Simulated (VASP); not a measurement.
Here is a VASP 6.6.1 calculation.

Contents of INCAR:

```
SYSTEM = NaTiO3
ALGO = Normal ; EDIFF = 1E-6
ENCUT = 520 ; GGA = CA
ISIF = 2 ; ISMEAR = 1
LASPH = .True. ; LCHARG = .False.
LREAL = .False. ; LWAVE = .False.
NBANDS = 26 ; NELM = 80
PREC = Accurate ; SIGMA = 0.1
```

KPOINTS

```
k-points
0
Gamma
  6 6 6
  0 0 0
```

POSCAR

```
NaTiO3
1.0
    4.0525682172      0.0000000000      0.0000000000
    0.0000000000      4.0525682172      0.0000000000
    0.0000000000      0.0000000000      4.0525682172
Na Ti O
1 1 3
Direct
    0.0000000000      0.0000000000      0.0000000000
    0.5000000000      0.5000000000      0.5000000000
    0.5000000000      0.5000000000      0.0000000000
    0.5000000000      0.0000000000      0.5000000000
    0.0000000000      0.5000000000      0.5000000000
```

Potentials or basis: VASP PAW LDA potentials, release 64 (Na_pv, Ti_sv, O).

Launch:

```console
$ cat potpaw_LDA.64/Na_pv/POTCAR potpaw_LDA.64/Ti_sv/POTCAR potpaw_LDA.64/O/POTCAR > POTCAR
$ mpirun -np 1 vasp_std > vasp.out
```

**Question.** Estimate the pressure.

**Answer.** -21.4 GPa.

Caveat: an odd number of electrons without spin polarisation forces a metal; a magnetic or distorted state may lie lower.
